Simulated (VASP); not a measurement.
Write the native input for VASP 6.6.1 that does the following.

- Task: single point
- Functional: PBE
- Potentials or basis: VASP PAW PBE potentials, release 64 (C, Al)
- Cutoff: 520 eV
- k mesh: 2 × 2 × 1
- Occupations: gaussian, width 0.05 eV
- Spin: collinear spin, zero start
- Starting moments: [0.0, 0.0, 0.0, 0.0, 0.0, 0.0, 0.0, 0.0, 0.0, 0.0, 0.0, 0.0, 0.0, 0.0, 0.0, 0.0, 0.0, 0.0, 0.0] μB
- Dipole correction: no
- Further INCAR settings: LREAL = Auto; ALGO = Normal; EDIFF = 1e-06; NBANDS = 56

The structure of AlC18 lies in POSCAR:

```
AlC18
1.0
    7.3980000000      0.0000000000      0.0000000000
   -3.6990000000      6.4068560000      0.0000000000
    0.0000000000      0.0000000000     11.0000000000
C Al
18 1
Direct
    0.0000930635      0.0012026179      0.0877463636
    0.2219913581      0.1111262685      0.0884831818
   -0.0004541272      0.3331723079      0.0884658182
    0.2213597265      0.4440792801      0.0881021818
    0.0000932708      0.6656893803      0.0877463636
    0.2219915600      0.7776641148      0.0884830909
    0.3326990566     -0.0002509811      0.0881256364
    0.5545166074      0.1106577079      0.0884862727
    0.3320590429      0.3326979723      0.0884702727
    0.5539685164      0.4426250567      0.0877246364
    0.3320592465      0.6661601260      0.0884703636
    0.5539687161      0.7781423525      0.0877245455
    0.6659001344      0.0002536345      0.0882226364
    0.8881741282      0.1113858342      0.0882108182
    0.6659001956      0.3324454303      0.0882223636
    0.8881740057      0.4435869949      0.0882105455
    0.6648567352      0.6658278257      0.0850780909
    0.8892191035      0.7780089017      0.0851714545
    0.7757647086      0.7212782682      0.2843102727
```

The input as run:

INCAR

```
  PREC = Accurate
  ENCUT = 520
  EDIFF = 1E-6
  ISMEAR = 0
  SIGMA = 0.05
  LREAL = Auto
  LASPH = T
  NELM = 150
  ALGO = Normal
  ISIF = 2
  LWAVE = F
  LCHARG = F
  ISPIN = 2
  MAGMOM = 0 0 0 0 0 0 0 0 0 0 0 0 0 0 0 0 0 0 0
  LORBIT = 11
  GGA = PE
  NBANDS = 56
```

KPOINTS

```
Automatic mesh
0
Gamma
  2 2 1
```

Potentials or basis: VASP PAW PBE potentials, release 64 (C, Al).

The run is started by

```bash
$ cat potpaw_PBE.64/C/POTCAR potpaw_PBE.64/Al/POTCAR > POTCAR
$ mpirun -np 1 vasp_std > vasp.out
```

It gave:

The largest force is 0.011 eV/Å and the net moment is 0.00 μB per cell. The valence electrons inside the program's atomic spheres are C 2.65, 2.66 (each value once); Al 0.75.

Caveat: the k points lie up to 0.49 Å⁻¹ apart; there is no dipole correction, which matters where the two faces differ; no moment was typed at the start, so none could form.

Run time: 3.3 min on 1 thread of AMD EPYC 9R45 96-Core Processor (Zen 5), with other jobs on the host, peak memory 0.75 GiB.
